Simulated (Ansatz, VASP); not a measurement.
**Two plane-wave programs on TiCo**

File INCAR:

```
ALGO     = Normal         # electronic algorithm
EDIFF    = 1E-6           # SCF threshold, eV
ENCUT    = 600            # plane-wave cutoff, eV
GGA      = PE             # functional
GGA_COMPAT= False        
ISIF     = 2              # what is computed and relaxed
ISMEAR   = -1             # smearing method
ISPIN    = 2              # spin polarisation
LASPH    = True           # aspherical terms in the spheres
LCHARG   = False          # write CHGCAR
LMAXMIX  = 4              # l up to which the mixer works
LORBIT   = 11             # projections on sites
LREAL    = False          # projectors in reciprocal space
LWAVE    = False          # write WAVECAR
MAGMOM   = 4 2            # initial moments
NBANDS   = 26             # bands
NELM     = 200            # most SCF steps
NUPDOWN  = 6.0            # fixed moment
PREC     = Accurate       # precision mode
SIGMA    = 0.05           # smearing width, eV
```

The input KPOINTS:

```
k-points
0
Gamma
  8 8 8
```

POSCAR

```
TiCo
1.0
    2.9861109900      0.0000000000      0.0000000000
    0.0000000000      2.9861109900      0.0000000000
    0.0000000000      0.0000000000      2.9861109900
Co Ti
1 1
Direct
    0.5000000000      0.5000000000      0.5000000000
    0.0000000000      0.0000000000      0.0000000000
```

The input input.yaml:

```yaml
crystal:
  lattice:
    - [2.98611099, 0.0, 0.0]
    - [0.0, 2.98611099, 0.0]
    - [0.0, 0.0, 2.98611099]
  atoms:
    - { symbol: Co, position: [0.5, 0.5, 0.5], spin: 4.0 }
    - { symbol: Ti, position: [0.0, 0.0, 0.0], spin: 2.0 }
hamiltonian:
  xc: pbe
  pseudopotentials: { kind: paw }
magnetization:
  spin_polarized: true
  initial_magnetization: 6.0
  spin_locking: { lock_magnetization: hard }
kpoints:
  mp_grid: { grid: [8, 8, 8] }
scf:
  occupations: { method: fermi_dirac, width: 0.05 }
  lower_state_search: "off"
output:
  forces: true
  stress: true
  eigenvalues: true
```

Alike in both runs: task single point; functional PBE; k mesh 8 × 8 × 8; occupations fermi-dirac, width 0.05 eV; collinear spin; fixed moment 6 μB.

|  | VASP | Ansatz |
| --- | --- | --- |
| version | VASP 6.6.1 | Ansatz 0.2.0 |
| potentials or method | VASP PAW PBE potentials, release 64 (Co_sv, Ti_sv) | Ansatz PAW |
| plane-wave cutoff (eV) | 600 | 420 |
| valence electrons in the cell | 29 | 29 |

```tsv
	VASP	Ansatz	Ansatz less VASP
net moment per atom (μB)	3.00	3.00	0.000
size of the moment on the site where the two differ most (μB)	2.60	2.86	+0.261
```

Site moments also hang on the region over which each program counts them.
